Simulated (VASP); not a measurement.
# Al2BN3 (P4/mmm) in VASP: notebook

Runs on Al2BN3. Level: PBE. Tasks: relaxation of cell and atoms.

All numbers are computed with VASP 6.6.1; they aren't measurements. Logs are shortened: lines on timing, memory, paths and dates and some standing lists are left out, and cuts for length are marked.

## Step 1: The cell of the first run

The structure is tetragonal, space group P4/mmm (No. 123). The conventional cell has a = 2.797 Å, b = 2.797 Å, c = 7.647 Å, α = 90.00°, β = 90.00°, γ = 90.00°. Within 2.3 Å of Al (site symmetry 4mm) lie 5 N at 1.75 to 2.09 Å. Within 1.9 Å of B (site symmetry 4/mmm) lie 2 N at 1.41 Å. Within 1.9 Å of N (site symmetry 4mm) lie 1 B at 1.41 Å. Within 2.3 Å of N (site symmetry 4/mmm) lie 2 Al at 1.75 Å.

The cell was generated, and may not be a known phase.

## Step 2: Relaxation of cell and atoms, PBE

Contents of INCAR:

```
SYSTEM = Al2BN3
ALGO = Normal
EDIFF = 1E-6
EDIFFG = -0.01
ENCUT = 600
GGA = PE
IBRION = 2
ISIF = 3
ISMEAR = 0
LASPH = .TRUE.
LCHARG = .FALSE.
LREAL = .FALSE.
LWAVE = .FALSE.
NELM = 60
NSW = 100
PREC = Accurate
SIGMA = 0.1
```

Contents of KPOINTS:

```
k-points
0
G
  14 14 6
  0 0 0
```

Contents of POSCAR:

```
Al2BN3
1.0
    2.7967474231      0.0000000000      0.0000000000
    0.0000000000      2.7967474231      0.0000000000
    0.0000000000      0.0000000000      7.6472799007
Al B N
2 1 3
Direct
    0.5000000000      0.5000000000      0.7293965841
    0.5000000000      0.5000000000      0.2706034159
    0.0000000000      0.0000000000      0.0000000000
    0.0000000000      0.0000000000      0.8161351034
    0.0000000000      0.0000000000      0.1838648966
    0.5000000000      0.5000000000      0.5000000000
```

Potentials or basis: VASP PAW PBE potentials, release 64 (Al, B, N).

The run is started by

```bash
cat potpaw_PBE.64/Al/POTCAR potpaw_PBE.64/B/POTCAR potpaw_PBE.64/N/POTCAR > POTCAR
mpirun -np 1 vasp_std > vasp.out
```

OUTCAR:

```text
SYSTEM = Al2BN3
   EDIFF = 1E-6
   EDIFFG = -0.01
   ENCUT = 600
   GGA = PE
   IBRION = 2
   ISIF = 3
   ISMEAR = 0
   LASPH = .TRUE.
   LREAL = .FALSE.
   NELM = 60
   NSW = 100
   PREC = Accurate

 ion  position               nearest neighbor table
   1  0.500  0.500  0.729-   6 1.75   4 2.09   4 2.09   4 2.09   4 2.09
   2  0.500  0.500  0.271-   6 1.75   5 2.09   5 2.09   5 2.09   5 2.09
   3  0.000  0.000  0.000-   4 1.41   5 1.41
   4  0.000  0.000  0.816-   3 1.41   1 2.09   1 2.09   1 2.09   1 2.09
   5  0.000  0.000  0.184-   3 1.41   2 2.09   2 2.09   2 2.09   2 2.09
   6  0.500  0.500  0.500-   1 1.75   2 1.75

  LATTYP: Found a simple tetragonal cell.
 ALAT       =     2.7967474231
 C/A-ratio  =     2.7343477060

  Lattice vectors:

 A1 = (   2.7967474231,   0.0000000000,   0.0000000000)
 A2 = (   0.0000000000,   2.7967474231,   0.0000000000)
 A3 = (   0.0000000000,   0.0000000000,   7.6472799007)

Analysis of symmetry for initial positions (statically):
=====================================================================
 Subroutine PRICEL returns:
 Original cell was already a primitive cell.

 Routine SETGRP: Setting up the symmetry group for a
 simple tetragonal supercell.

 Subroutine GETGRP returns: Found 16 space group operations
 (whereof 16 operations were pure point group operations)
 out of a pool of 16 trial point group operations.

The static configuration has the point symmetry D_4h.

Analysis of symmetry for dynamics (positions and initial velocities):
=====================================================================
 Subroutine PRICEL returns:
 Original cell was already a primitive cell.

 Routine SETGRP: Setting up the symmetry group for a
 simple tetragonal supercell.

 Subroutine GETGRP returns: Found 16 space group operations
 (whereof 16 operations were pure point group operations)
 out of a pool of 16 trial point group operations.

The dynamic configuration has the point symmetry D_4h.

 Subroutine INISYM returns: Found 16 space group operations
 (whereof 16 operations are pure point group operations),
 and found     1 'primitive' translations

----------------------------------------------------------------------------------------

                                     Primitive cell

  volume of cell :      59.8155

  direct lattice vectors                    reciprocal lattice vectors
     2.796747423  0.000000000  0.000000000     0.357558209  0.000000000  0.000000000
     0.000000000  2.796747423  0.000000000     0.000000000  0.357558209  0.000000000
     0.000000000  0.000000000  7.647279901     0.000000000  0.000000000  0.130765450

  length of vectors
     2.796747423  2.796747423  7.647279901     0.357558209  0.357558209  0.130765450

  position of ions in fractional coordinates (direct lattice)
     0.500000000  0.500000000  0.729396584
     0.500000000  0.500000000  0.270603416
     0.000000000  0.000000000  0.000000000
     0.000000000  0.000000000  0.816135103
     0.000000000  0.000000000  0.183864897
     0.500000000  0.500000000  0.500000000

  ion indices of the primitive-cell ions
   primitive index   ion index
                 1           1
                 2           2
                 3           3
                 4           4
                 5           5
                 6           6

----------------------------------------------------------------------------------------

 KPOINTS: k-points

Automatic generation of k-mesh.
 Grid dimensions read from file:
 generate k-points for:   14   14    6

 Generating k-lattice:

  Cartesian coordinates                     Fractional coordinates (reciprocal lattice)
     0.025539872  0.000000000  0.000000000     0.071428571  0.000000000  0.000000000
     0.000000000  0.025539872  0.000000000     0.000000000  0.071428571  0.000000000
     0.000000000  0.000000000  0.021794242     0.000000000  0.000000000  0.166666667

  Length of vectors
     0.025539872  0.025539872  0.021794242

  Shift w.r.t. Gamma in fractional coordinates (k-lattice)
     0.000000000  0.000000000  0.000000000

 Subroutine IBZKPT returns following result:
 ===========================================

 Found    144 irreducible k-points:

 Following reciprocal coordinates:
            Coordinates               Weight
  0.000000  0.000000  0.000000      1.000000
  0.071429  0.000000  0.000000      4.000000
  0.142857  0.000000  0.000000      4.000000
  0.214286  0.000000  0.000000      4.000000
  0.285714  0.000000  0.000000      4.000000
  0.357143  0.000000  0.000000      4.000000
[... 16 lines left out ...]
  0.285714  0.214286  0.000000      8.000000
  0.357143  0.214286  0.000000      8.000000
 [... further k-points ...]
   k-points           NKPTS =    144   k-points in BZ     NKDIM =    144   number of bands    NBANDS=     16
   number of dos      NEDOS =    301   number of ions     NIONS =      6
   total plane-waves  NPLWV =  36864
   dimension x,y,z NGX =    24 NGY =   24 NGZ =   64
   dimension x,y,z NGXF=    48 NGYF=   48 NGZF=  128
   ions per type =               2   1   3
   NGX,Y,Z   is equivalent  to a cutoff of  14.27, 14.27, 13.91 a.u.
   NGXF,Y,Z  is equivalent  to a cutoff of  28.53, 28.53, 27.83 a.u.
 SYSTEM =  Al2BN3
   PREC   = accura    normal or accurate (medium, high low for compatibility)
   ISTART =      0    job   : 0-new  1-cont  2-samecut
   ICHARG =      2    charge: 1-file 2-atom 10-const
   ISPIN  =      1    spin polarized calculation?
   LNONCOLLINEAR =      F non collinear calculations
   LSORBIT =      F    spin-orbit coupling
   LASPH  =      T    aspherical Exc in radial PAW
   ENCUT  =  600.0 eV  44.10 Ry    6.64 a.u.   5.59  5.59 15.27*2*pi/ulx,y,z
   NELM   =     60;   NELMIN=  2; NELMDL= -5     # of ELM steps
   EDIFF  = 0.1E-05   stopping-criterion for ELM
   LREAL  =      F    real-space projection
   EDIFFG = -.1E-01   stopping-criterion for IOM
   NSW    =    100    number of steps for IOM
   IBRION =      2    ionic relax: 0-MD 1-quasi-New 2-CG
   NFREE  =      1    steps in history (QN), initial steepest desc. (CG)
   ISIF   =      3    stress and relaxation
   ISYM   =      2    0-nonsym 1-usesym 2-fastsym
   POTIM  = 0.5000    time-step for ionic-motion
   TEBEG  =    0.0;   TEEND  =   0.0 temperature during run
   PSTRESS=    0.0 pullay stress
   NELECT =      24.0000    total number of electrons
   NUPDOWN=      -1.0000    fix difference up-down
   EMIN   =  10.00;   EMAX   =-10.00  energy-range for DOS
   EFERMI =   0.00;   METHOD = LEGACY
   ISMEAR =     0;   SIGMA  =   0.10  broadening in eV -4-tet -1-fermi 0-gaus
   EFERMI_NEDOS =   21; number of points for ismear=-14 and -15
   IALGO  =     38    algorithm
   IMIX   =      4    mixing-type and parameters
     AMIX     =   0.40;   BMIX     =  1.00
     AMIX_MAG =   1.60;   BMIX_MAG =  1.00
  volume/ion in A,a.u.               =       9.97        67.28
  Fermi-wavevector in a.u.,A,eV,Ry     =   1.207464  2.281776 19.836867  1.457969
  Thomas-Fermi vector in A             =   2.343101
   LORBIT       =      0    0 simple, 1 ext, 2 COOP (PROOUT), +10 PAW based schemes
   GGA     = PE    functional components
   LHFCALC =     F    Hartree Fock is set to
   AEXX    =    0.0000 exact exchange contribution
   IVDW    =     0    specifies the selected vdW correction
   LEPSILON=     F    determine dielectric tensor
   LRPA    =     F    only Hartree local field effects (RPA)
 conjugate gradient relaxation of ions
 non-spin polarized calculation
 Gauss-broadening in eV      SIGMA  =   0.10
  energy-cutoff  :      600.00
  volume of cell :       59.82
 maximum number of plane-waves:      2017
 NGX is ok and might be reduce to    24
   NGX = 11   NGY = 11   NGZ = 31

--------------------------------------- Ionic step        1  -------------------------------------------

 number of electron      24.0000004 magnetization

 Free energy of the ion-electron system (eV)
  ---------------------------------------------------
  ext. energy  EPLUGINS =         0.00000000
  ---------------------------------------------------
  free energy    TOTEN  =       -40.68116591 eV

  energy without entropy =      -40.66989892  energy(sigma->0) =      -40.67553241

------------------------ aborting loop because EDIFF is reached ----------------------------------------

  FORCE on cell =-STRESS in cart. coord.  units (eV):
  Direction    XX          YY          ZZ          XY          YZ          ZX
  --------------------------------------------------------------------------------------
  -------------------------------------------------------------------------------------
  Total       -0.6045188     -0.6045188      0.5745184      0.0000000      0.0000000      0.0000000
  in kB      -16.1922400    -16.1922400     15.3886691      0.0000000      0.0000000      0.0000000
  external PRESSURE =      -5.6652703 kB  Pullay stress =       0.0000000 kB

 VOLUME and BASIS-vectors are now :
 -----------------------------------------------------------------------------
  energy-cutoff  :      600.00
  volume of cell :       59.82
      direct lattice vectors                 reciprocal lattice vectors
     2.796747423  0.000000000  0.000000000     0.357558209  0.000000000  0.000000000
     0.000000000  2.796747423  0.000000000     0.000000000  0.357558209  0.000000000
     0.000000000  0.000000000  7.647279901     0.000000000  0.000000000  0.130765450
[... 121 lines left out ...]
 POSITION                                       TOTAL-FORCE (eV/Angst)
 -----------------------------------------------------------------------------------
      1.38539      1.38539      5.58667        -0.000000     -0.000000     -0.006877
      1.38539      1.38539      2.05556         0.000000      0.000000      0.006877
      2.77078      2.77078      0.00000        -0.000000      0.000000      0.000000
      0.00000      0.00000      6.22718        -0.000000     -0.000000     -0.028138
      2.77078      2.77078      1.41505         0.000000      0.000000      0.028138
      1.38539      1.38539      3.82111        -0.000000      0.000000      0.000000
 -----------------------------------------------------------------------------------
    total drift:                                0.000000     -0.000000      0.000000

  FREE ENERGIE OF THE ION-ELECTRON SYSTEM (eV)
  ---------------------------------------------------
  free  energy   TOTEN  =       -40.6894163818 eV

  energy  without entropy=      -40.6790425987  energy(sigma->0) =      -40.68422949

--------------------------------------- Ionic step        5  -------------------------------------------

 number of electron      24.0000004 magnetization

 Free energy of the ion-electron system (eV)
  ---------------------------------------------------
  ext. energy  EPLUGINS =         0.00000000
  ---------------------------------------------------
  free energy    TOTEN  =       -40.69008347 eV

  energy without entropy =      -40.67955914  energy(sigma->0) =      -40.68482130

 E-fermi :   7.7146     XC(G=0): -10.9994

 val. band max:        7.7145440478   @ k =   0.5000   0.2857   0.0000
 cond. band min:       7.7167294005   @ k =   0.5000   0.3571   0.1667
 fundamental gap:      0.0021853526
 Fermi energy:         7.7146378140

 k-point     1 :       0.0000    0.0000    0.0000
  band No.  band energies     occupation
      1     -11.7359      2.00000
      2     -11.0555      2.00000
      3      -7.0798      2.00000
      4      -1.7311      2.00000
      5      -1.2812      2.00000
      6       3.0495      2.00000
[... 8 lines left out ...]
     15      12.9941      0.00000
     16      12.9941      0.00000
[... 419 lines left out ...]
 k-point    24 :       0.3571    0.2143    0.0000
  band No.  band energies     occupation
      1     -10.1587      2.00000
      2      -9.7098      2.00000
      3      -5.9411      2.00000
      4      -1.2457      2.00000
      5      -0.6137      2.00000
      6      -0.5135      2.00000
[... 8 lines left out ...]
     15      11.7913      0.00000
     16      13.1028      0.00000

 [... further k-points ...]
[... 5 lines left out ...]
  --------------------------------------------------------------------------------------
  -------------------------------------------------------------------------------------
  Total        0.0064836      0.0064836     -0.0331855      0.0000000      0.0000000      0.0000000
  in kB        0.1761526      0.1761526     -0.9016145      0.0000000      0.0000000      0.0000000
  external PRESSURE =      -0.1831031 kB  Pullay stress =       0.0000000 kB

 VOLUME and BASIS-vectors are now :
 -----------------------------------------------------------------------------
  energy-cutoff  :      600.00
  volume of cell :       58.97
      direct lattice vectors                 reciprocal lattice vectors
     2.776159909 -0.000000000  0.000000000     0.360209798  0.000000000 -0.000000000
     0.000000000  2.776159909  0.000000000     0.000000000  0.360209798 -0.000000000
     0.000000000  0.000000000  7.651555741    -0.000000000 -0.000000000  0.130692376

 POSITION                                       TOTAL-FORCE (eV/Angst)
 -----------------------------------------------------------------------------------
      1.38808      1.38808      5.59180        -0.000000     -0.000000     -0.002760
      1.38808      1.38808      2.05976         0.000000      0.000000      0.002760
      0.00000      0.00000      0.00000         0.000000      0.000000      0.000000
      0.00000      0.00000      6.23567        -0.000000     -0.000000     -0.003998
      0.00000      0.00000      1.41589         0.000000      0.000000      0.003998
      1.38808      1.38808      3.82578         0.000000      0.000000      0.000000
 -----------------------------------------------------------------------------------
    total drift:                                0.000000      0.000000     -0.000000

  FREE ENERGIE OF THE ION-ELECTRON SYSTEM (eV)
  ---------------------------------------------------
  free  energy   TOTEN  =       -40.6900834693 eV

  energy  without entropy=      -40.6795591401  energy(sigma->0) =      -40.68482130

 reached required accuracy - stopping structural energy minimisation
```

It took 7.1 min on 1 thread of Intel Xeon Platinum 8259CL at 2.50GHz (Skylake/Cascade Lake), shared host; peak memory 0.31 GiB.

What came out:

| Property | Result |
| --- | --- |
| Free energy | -40.6901 eV |
| Relaxed volume | 9.83 Å³/atom |
| Relaxed cell | a = 2.776 Å, b = 2.776 Å, c = 7.652 Å, α = 90.00°, β = 90.00°, γ = 90.00° |
| Space group after relaxing (to 0.1 Å) | P4/mmm (No. 123) |
| Energy gained by relaxing | 1.5 meV/atom |
| Ionic steps | 5 |
| Pressure after relaxing | 0.0 GPa |
| Largest force after relaxing | 0.004 eV/Å |
| Band gap on the k mesh | zero (bands 12 and 13 overlap by 0.98 eV) |

Forces on the atoms (eV/Å):
```
Al   0.000  0.000 -0.003
Al   0.000  0.000  0.003
B    0.000  0.000  0.000
N    0.000  0.000 -0.004
N    0.000  0.000  0.004
N    0.000  0.000  0.000
```

The path:
| step | energy change (eV) | largest force (eV/Å) | pressure (GPa) | volume (Å³) |
| --- | --- | --- | --- | --- |
| 1 | 0.0000 | 0.2202 | -0.57 | 59.82 |
| 2 | -0.0047 | 0.1714 | -2.00 | 59.51 |
| 3 | -0.0060 | 0.0492 | -1.59 | 59.61 |
| 4 | -0.0083 | 0.0281 | 0.75 | 58.67 |
| 5 | -0.0089 | 0.0040 | -0.02 | 58.97 |

Final structure:
```
Al B N
1.0
     2.77616    0.00000    0.00000
     0.00000    2.77616    0.00000
     0.00000    0.00000    7.65156
Al B N
2 1 3
Direct
  0.50000 0.50000 0.73081
  0.50000 0.50000 0.26919
  0.00000 0.00000 0.00000
  0.00000 0.00000 0.81495
  0.00000 0.00000 0.18505
  0.50000 0.50000 0.50000
```

Levels at points of the mesh, in eV from the Fermi level:
```csv
k point,band 10,band 11,band 12,band 13,band 14,band 15
"(0.00, 0.00, 0.00)",-3.61,-0.28,0.23,0.23,3.25,5.28
"(0.50, 0.00, 0.00)",-3.49,-3.02,-1.43,0.67,4.32,5.40
"(0.50, 0.50, 0.00)",-4.15,-3.07,-3.07,-0.45,0.83,0.83
"(0.00, 0.00, 0.50)",-3.63,0.18,0.28,0.28,3.02,5.18
"(0.50, 0.00, 0.50)",-3.25,-3.03,-0.69,0.67,3.40,5.42
"(0.50, 0.50, 0.50)",-4.19,-2.74,-2.74,-0.12,0.13,0.13
```

(Part 1 of 2 ends here.)

The gap in the log of VASP goes by the Fermi energy; the results here count the filled bands.